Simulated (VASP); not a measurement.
# P (Fm-3m) in VASP: further runs

Runs on P. Level: PBE. Tasks: single point.

All numbers are computed with VASP 6.6.1; they aren't measurements. Logs are shortened: lines on timing, memory, paths and dates and some standing lists are left out, and cuts for length are marked.

### Step 1. The cell of the first run

Symmetry: Fm-3m, No. 225, cubic system. The conventional cell has a = 3.716 Å, b = 3.716 Å, c = 3.716 Å, α = 90.00°, β = 90.00°, γ = 90.00°. P (site symmetry m-3m) has 12 P at 2.63 Å within 3.5 Å.

### Step 2. Single point, PBE

The input, INCAR:

```
  ALGO = Normal
  EDIFF = 1E-6
  ENCUT = 520
  GGA = PE
  ISIF = 2
  ISMEAR = -1
  LASPH = True
  LCHARG = False
  LREAL = False
  LWAVE = False
  NBANDS = 8
  NELM = 80
  PREC = Accurate
  SIGMA = 0.05
```

The input, KPOINTS:

```
k-points
0
Gamma
  18 18 18
```

The input, POSCAR:

```
P
1.0
    0.0000000000      1.8578154647      1.8578154647
    1.8578154647      0.0000000000      1.8578154647
    1.8578154647      1.8578154647      0.0000000000
P
1
Direct
    0.0000000000      0.0000000000      0.0000000000
```

Potentials or basis: VASP PAW PBE potentials, release 64 (P).

Started as:

```console
> cat potpaw_PBE.64/P/POTCAR > POTCAR
> mpirun -np 1 vasp_std > vasp.out
```

OUTCAR:

```text
EDIFF = 1E-6
   ENCUT = 520
   GGA = PE
   ISIF = 2
   ISMEAR = -1
   LASPH = True
   LREAL = False
   NELM = 80
   PREC = Accurate

 ion  position               nearest neighbor table
   1  0.000  0.000  0.000-

  LATTYP: Found a face centered cubic cell.
 ALAT       =     3.7156309294

  Lattice vectors:

 A1 = (   0.0000000000,   1.8578154647,   1.8578154647)
 A2 = (   1.8578154647,   0.0000000000,   1.8578154647)
 A3 = (   1.8578154647,   1.8578154647,   0.0000000000)

Analysis of symmetry for initial positions (statically):
=====================================================================
 Subroutine PRICEL returns:
 Original cell was already a primitive cell.

 Routine SETGRP: Setting up the symmetry group for a
 face centered cubic supercell.

 Subroutine GETGRP returns: Found 48 space group operations
 (whereof 48 operations were pure point group operations)
 out of a pool of 48 trial point group operations.

The static configuration has the point symmetry O_h .

Analysis of symmetry for dynamics (positions and initial velocities):
=====================================================================
 Subroutine PRICEL returns:
 Original cell was already a primitive cell.

 Routine SETGRP: Setting up the symmetry group for a
 face centered cubic supercell.

 Subroutine GETGRP returns: Found 48 space group operations
 (whereof 48 operations were pure point group operations)
 out of a pool of 48 trial point group operations.

The dynamic configuration has the point symmetry O_h .

 Subroutine INISYM returns: Found 48 space group operations
 (whereof 48 operations are pure point group operations),
 and found     1 'primitive' translations

----------------------------------------------------------------------------------------

                                     Primitive cell

  volume of cell :      12.8244

  direct lattice vectors                    reciprocal lattice vectors
     0.000000000  1.857815465  1.857815465    -0.269133296  0.269133296  0.269133296
     1.857815465  0.000000000  1.857815465     0.269133296 -0.269133296  0.269133296
     1.857815465  1.857815465  0.000000000     0.269133296  0.269133296 -0.269133296

  length of vectors
     2.627347827  2.627347827  2.627347827     0.466152543  0.466152543  0.466152543

  position of ions in fractional coordinates (direct lattice)
     0.000000000  0.000000000  0.000000000

  ion indices of the primitive-cell ions
   primitive index   ion index
[... 73 lines left out ...]
   EDIFF  = 0.1E-05   stopping-criterion for ELM
   LREAL  =      F    real-space projection
   EDIFFG = 0.1E-04   stopping-criterion for IOM
   NSW    =      0    number of steps for IOM
   IBRION =     -1    ionic relax: 0-MD 1-quasi-New 2-CG
   NFREE  =      0    steps in history (QN), initial steepest desc. (CG)
   ISIF   =      2    stress and relaxation
   ISYM   =      2    0-nonsym 1-usesym 2-fastsym
   POTIM  = 0.5000    time-step for ionic-motion
   TEBEG  =    0.0;   TEEND  =   0.0 temperature during run
   PSTRESS=    0.0 pullay stress
   NELECT =       5.0000    total number of electrons
   NUPDOWN=      -1.0000    fix difference up-down
   EMIN   =  10.00;   EMAX   =-10.00  energy-range for DOS
   EFERMI =   0.00;   METHOD = LEGACY
   ISMEAR =    -1;   SIGMA  =   0.05  broadening in eV -4-tet -1-fermi 0-gaus
   EFERMI_NEDOS =   21; number of points for ismear=-14 and -15
   IALGO  =     38    algorithm
   IMIX   =      4    mixing-type and parameters
     AMIX     =   0.40;   BMIX     =  1.00
     AMIX_MAG =   1.60;   BMIX_MAG =  1.00
  volume/ion in A,a.u.               =      12.82        86.54
  Fermi-wavevector in a.u.,A,eV,Ry     =   1.195966  2.260049 19.460893  1.430335
  Thomas-Fermi vector in A             =   2.331918
   LORBIT       =      0    0 simple, 1 ext, 2 COOP (PROOUT), +10 PAW based schemes
   GGA     = PE    functional components
   LHFCALC =     F    Hartree Fock is set to
   AEXX    =    0.0000 exact exchange contribution
   IVDW    =     0    specifies the selected vdW correction
   LEPSILON=     F    determine dielectric tensor
   LRPA    =     F    only Hartree local field effects (RPA)
 non-spin polarized calculation
  energy-cutoff  :      520.00
  volume of cell :       12.82
 maximum number of plane-waves:       355
   NGX =  9   NGY =  9   NGZ =  9

 number of electron       5.0000001 magnetization

 Free energy of the ion-electron system (eV)
  ---------------------------------------------------
  ext. energy  EPLUGINS =         0.00000000
  ---------------------------------------------------
  free energy    TOTEN  =        -4.45141396 eV

  energy without entropy =       -4.44814075  energy(sigma->0) =       -4.44977735

 E-fermi :  11.6944     XC(G=0): -12.0449

 val. band max:       11.6511480442   @ k =  -0.1667   0.1667   0.0556
 cond. band min:      11.7232012095   @ k =  -0.4444   0.3333   0.1111
 fundamental gap:      0.0720531653
 Fermi energy:        11.6944417443

 k-point     1 :       0.0000    0.0000    0.0000
  band No.  band energies     occupation
      1      -6.0369      2.00000
      2      19.7019      0.00000
      3      19.7019      0.00000
      4      19.7019      0.00000
      5      23.3762      0.00000
      6      23.3762      0.00000
      7      23.3762      0.00000
      8      30.0764      0.00000
[... 243 lines left out ...]
 k-point    24 :      -0.2222    0.0556    0.0000
  band No.  band energies     occupation
      1      -4.1788      2.00000
      2      11.2311      1.99981
      3      16.6434      0.00000
      4      18.7200      0.00000
      5      24.0212      0.00000
      6      24.1636      0.00000
      7      25.0208      0.00000
      8      28.2176      0.00000

 [... further k-points ...]

------------------------ aborting loop because EDIFF is reached ----------------------------------------

  FORCE on cell =-STRESS in cart. coord.  units (eV):
  Direction    XX          YY          ZZ          XY          YZ          ZX
  --------------------------------------------------------------------------------------
  -------------------------------------------------------------------------------------
  Total        1.1764954      1.1764954      1.1764954      0.0000000     -0.0000000      0.0000000
  in kB      146.9816384    146.9816384    146.9816384      0.0000000     -0.0000000      0.0000000
  external PRESSURE =     146.9816384 kB  Pullay stress =       0.0000000 kB

 VOLUME and BASIS-vectors are now :
 -----------------------------------------------------------------------------
  energy-cutoff  :      520.00
  volume of cell :       12.82
      direct lattice vectors                 reciprocal lattice vectors
     0.000000000  1.857815465  1.857815465    -0.269133296  0.269133296  0.269133296
     1.857815465  0.000000000  1.857815465     0.269133296 -0.269133296  0.269133296
     1.857815465  1.857815465  0.000000000     0.269133296  0.269133296 -0.269133296

 POSITION                                       TOTAL-FORCE (eV/Angst)
 -----------------------------------------------------------------------------------
      0.00000      0.00000      0.00000        -0.000000      0.000000      0.000000
 -----------------------------------------------------------------------------------
    total drift:                                0.000000      0.000000     -0.000000

  FREE ENERGIE OF THE ION-ELECTRON SYSTEM (eV)
  ---------------------------------------------------
  free  energy   TOTEN  =        -4.4514139581 eV

  energy  without entropy=       -4.4481407504  energy(sigma->0) =       -4.44977735
```

OSZICAR:

```text
N       E                     dE             d eps       ncg     rms          rms(c)
DAV:   1     0.484795926478E+00    0.48480E+00   -0.22579E+03  3256   0.462E+02
DAV:   2    -0.442637788166E+01   -0.49112E+01   -0.46921E+01  4824   0.474E+01
DAV:   3    -0.446054180141E+01   -0.34164E-01   -0.34139E-01  3520   0.439E+00
DAV:   4    -0.446057000107E+01   -0.28200E-04   -0.28199E-04  5288   0.138E-01
DAV:   5    -0.446057000228E+01   -0.12151E-08   -0.20899E-08  3496   0.829E-04    0.514E+00
DAV:   6    -0.445419143933E+01    0.63786E-02   -0.37207E-03  3600   0.323E-01    0.299E+00
DAV:   7    -0.445142010198E+01    0.27713E-02   -0.65903E-03  3480   0.435E-01    0.107E-01
DAV:   8    -0.445141370208E+01    0.63999E-05   -0.58675E-05  4520   0.539E-02    0.172E-02
DAV:   9    -0.445141395809E+01   -0.25601E-06   -0.58107E-07  3968   0.592E-03
   1 F= -.44514140E+01 E0= -.44497774E+01  d E =-.327321E-02
```

It took 5.8 s on 1 thread of Intel Xeon 6975P-C (Granite Rapids), shared host; peak memory 0.12 GiB.

Results:

- Free energy: -4.4514 eV
- Pressure: 14.7 GPa

### Step 3. Single point, PBE

The input, INCAR:

```
PREC = Accurate
ENCUT = 520
EDIFF = 1E-6
ISMEAR = -1
SIGMA = 0.05
LREAL = False
LASPH = True
NELM = 80
ALGO = Normal
ISIF = 2
LWAVE = False
LCHARG = False
GGA = PE
NBANDS = 8
```

The input, KPOINTS:

```
regular mesh
0
Gamma
  18 18 18
```

The input, POSCAR:

```
P
1.0
    0.0000000000      1.8580837887      1.8580837887
    1.8580837887      0.0000000000      1.8580837887
    1.8580837887      1.8580837887      0.0000000000
P
1
Direct
    0.0000000000      0.0000000000      0.0000000000
```

Potentials or basis: VASP PAW PBE potentials, release 64 (P).

Started as:

```console
> cat potpaw_PBE.64/P/POTCAR > POTCAR
> mpirun -np 1 vasp_std > vasp.out
```

It took 5.6 s on 1 thread of Intel Xeon 6975P-C (Granite Rapids), shared host; peak memory 0.12 GiB.

It converged, with:

```
Free energy : -4.4519 eV
Pressure    : 14.6 GPa
```

Levels at points of the mesh, in eV from the Fermi level:
```csv
k point,band 1,band 2,band 3,band 4,band 5,band 6
"(0.00, 0.00, 0.00)",-17.73,8.00,8.00,8.00,11.68,11.68
"(0.50, 0.00, 0.00)",-10.99,-9.12,5.66,5.66,10.64,10.64
"(0.50, 0.50, 0.00)",-7.90,-7.59,0.80,0.80,3.92,5.20
```
